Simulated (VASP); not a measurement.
A run of VASP 6.6.1 is set up as follows.

The input INCAR:

```
ALGO     = Normal         # electronic algorithm
EDIFF    = 1E-7           # SCF threshold, eV
ENCUT    = 520            # plane-wave cutoff, eV
GGA      = PE             # functional
ISIF     = 2              # what is computed and relaxed
ISMEAR   = 0              # smearing method
LASPH    = T              # aspherical terms in the spheres
LCHARG   = F              # write CHGCAR
LREAL    = F              # projectors in reciprocal space
LWAVE    = F              # write WAVECAR
NBANDS   = 11             # bands
NELM     = 80             # most SCF steps
PREC     = Accurate       # precision mode
SIGMA    = 0.05           # smearing width, eV
```

File KPOINTS:

```
k-points
0
Gamma
  12 12 12
```

Contents of POSCAR:

```
SiC
1.0
    0.0000000000      2.2539477295      2.2539477295
    2.2539477295      0.0000000000      2.2539477295
    2.2946690518      2.2946690518     -0.0407213223
Si C
1 1
Direct
    0.0000000000      0.0000000000      0.0000000000
    0.7500000000      0.7500000000      0.7500000000
```

Potentials or basis: VASP PAW PBE potentials, release 64 (Si, C).

Run with:

```sh
$ cat potpaw_PBE.64/Si/POTCAR potpaw_PBE.64/C/POTCAR > POTCAR
$ mpirun -np 1 vasp_std > vasp.out
```

Estimate the band gap on the k mesh.

1.41 eV, indirect (least direct gap 4.27 eV).

Predict the pressure.

-19.1 GPa.

What does it give for the largest force?

0.045 eV/Å.

Forces in eV/Å, atoms in the order of the input:
```
Si   0.026  0.026 -0.026
C   -0.026 -0.026  0.026
```

A k mesh can miss the band edges. Expect the measured gap to be larger: semilocal functionals such as PBE lack the derivative discontinuity.
